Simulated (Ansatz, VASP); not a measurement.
**Zr2N in VASP and in Ansatz**

The input POSCAR:

```
Zr2N
1.0
    5.4130027300      0.0000000000      0.0000000000
    0.0000000000      5.4130027300      0.0000000000
    0.0000000000      0.0000000000      3.3077891900
Zr N
4 2
Direct
    0.2961254600      0.2961254600      0.0000000000
    0.7038745400      0.7038745400      0.0000000000
    0.7961254600      0.2038745400      0.5000000000
    0.2038745400      0.7961254600      0.5000000000
    0.0000000000      0.0000000000      0.0000000000
    0.5000000000      0.5000000000      0.5000000000
```

The input INCAR.step1:

```
ALGO = Normal ; EDIFF = 1E-4
ENCUT = 520 ; GGA = PE
ISMEAR = 0 ; LASPH = T
LCHARG = F ; LREAL = F
LWAVE = T ; NBANDS = 38
NELM = 60 ; PREC = Accurate
SIGMA = 0.1
```

INCAR.step2

```
ALGO = Normal ; EDIFF = 1E-6
ENCUT = 520 ; ISIF = 2
ISMEAR = 0 ; ISTART = 1
LASPH = T ; LCHARG = T
LELF = T ; LMIXTAU = T
LREAL = F ; LVHAR = T
LWAVE = F ; METAGGA = R2SCAN
NBANDS = 38 ; NELM = 60
PREC = Accurate ; SIGMA = 0.1
```

File KPOINTS:

```
k-points
0
Gamma
  4 4 4
```

Input for Ansatz:

```yaml
crystal:
  lattice:
    - [5.41300273, 0.0, 0.0]
    - [0.0, 5.41300273, 0.0]
    - [0.0, 0.0, 3.30778919]
  atoms:
    - { symbol: Zr, position: [0.29612546, 0.29612546, 0.0] }
    - { symbol: Zr, position: [0.70387454, 0.70387454, 0.0] }
    - { symbol: Zr, position: [0.79612546, 0.20387454, 0.5] }
    - { symbol: Zr, position: [0.20387454, 0.79612546, 0.5] }
    - { symbol: "N", position: [0.0, 0.0, 0.0] }
    - { symbol: "N", position: [0.5, 0.5, 0.5] }
basis:
  ecutwfc: 500
kpoints:
  mp_grid: { grid: [4, 4, 4] }
hamiltonian:
  xc: r2scan
scf:
  occupations: { method: gaussian, width: 0.1 }
output:
  forces: true
  stress: true
  eigenvalues: true
```

Alike in both runs: task single point; functional r2SCAN; k mesh 4 × 4 × 4; occupations gaussian, width 0.1 eV; no spin polarisation.

|  | VASP | Ansatz |
| --- | --- | --- |
| version | VASP 6.6.1 | Ansatz 0.2.0 |
| potentials or method | VASP PAW PBE potentials, release 64 (Zr_sv, N), cutoff 520 eV | scalar-relativistic, plane waves, PAW |
| valence electrons in the cell | 58 | 58 |

```csv
,VASP,Ansatz,Ansatz less VASP
gap on the k mesh at the Fermi level (eV),none,none,-
pressure (GPa),-0.1,-0.3,-0.14
"traceless stress, the component that is largest in VASP (GPa)",0.40,0.39,-0.015
rms of the force components (eV/Å),0.061,0.064,+0.0025
```

VASP's potentials were made for PBE, not for r2SCAN. Atom by atom the forces differ by 0.002 eV/Å (rms over components). A gap of «none» marks a metal or a gap that the smearing closes.

The k mesh is coarse, so the values compare programs but aren't converged.
